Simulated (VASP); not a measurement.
Set up this calculation in VASP 6.6.1, as the native input.

```yaml
Task: relaxation of cell and atoms
Functional: PBE
Potentials_or_basis: VASP PAW PBE potentials, release 64 (Ga_d, P)
Cutoff: 500 eV
k_mesh: 7 × 7 × 7
Occupations: gaussian, width 0.01 eV
Spin: no spin polarisation
Target_pressure: 8 GPa
Dipole_correction: no
Further_INCAR_settings: ALGO = Normal; EDIFF = 1e-07; IBRION = 2; EDIFFG = -0.01; NSW = 80; ISIF = 3
```

The structure of GaP lies in POSCAR:

```
GaP
1.0
    0.0000000000      2.7252500000      2.7252500000
    2.7252500000      0.0000000000      2.7252500000
    2.7252500000      2.7252500000      0.0000000000
Ga P
1 1
Direct
    0.0000000000      0.0000000000      0.0000000000
    0.2500000000      0.2500000000      0.2500000000
```

These files were run (other wordings do the same):

INCAR

```
ALGO = Normal
EDIFF = 1E-7
EDIFFG = -0.01
ENCUT = 500
GGA = PE
GGA_COMPAT = F
IBRION = 2
ISIF = 3
ISMEAR = 0
LASPH = T
LCHARG = F
LREAL = F
LWAVE = F
NELM = 120
NELMIN = 4
NSW = 80
PREC = Accurate
PSTRESS = 80.0
SIGMA = 0.01
```

KPOINTS

```
k-points
0
Gamma
  7 7 7
```

Potentials or basis: VASP PAW PBE potentials, release 64 (Ga_d, P).

Command:

```console
$ cat potpaw_PBE.64/Ga_d/POTCAR potpaw_PBE.64/P/POTCAR > POTCAR
$ mpirun -np 1 vasp_std > vasp.out
```

Results of the run:

```json
{"Relaxed volume": "19.14 Å³/atom", "Relaxed cell": "a = 3.783 Å, b = 3.783 Å, c = 3.783 Å, α = 60.00°, β = 60.00°, γ = 60.00°", "Space group after relaxing (to 0.1 Å)": "F-43m (No. 216)", "Energy change on relaxing (the run minimises the enthalpy)": "+34.8 meV/atom", "Ionic steps": "3", "Pressure after relaxing": "8.0 GPa", "Band gap on the k mesh": "1.49 eV (least direct gap 2.29 eV)"}
```

Caveat: the cell is relaxed towards a set pressure, so the run minimises the enthalpy, not the energy; an odd mesh through Γ misses points on the zone boundary, where band edges can lie.

Run time: 79 s on 1 thread of Intel Xeon 8259CL (shared host), peak memory 0.13 GiB.
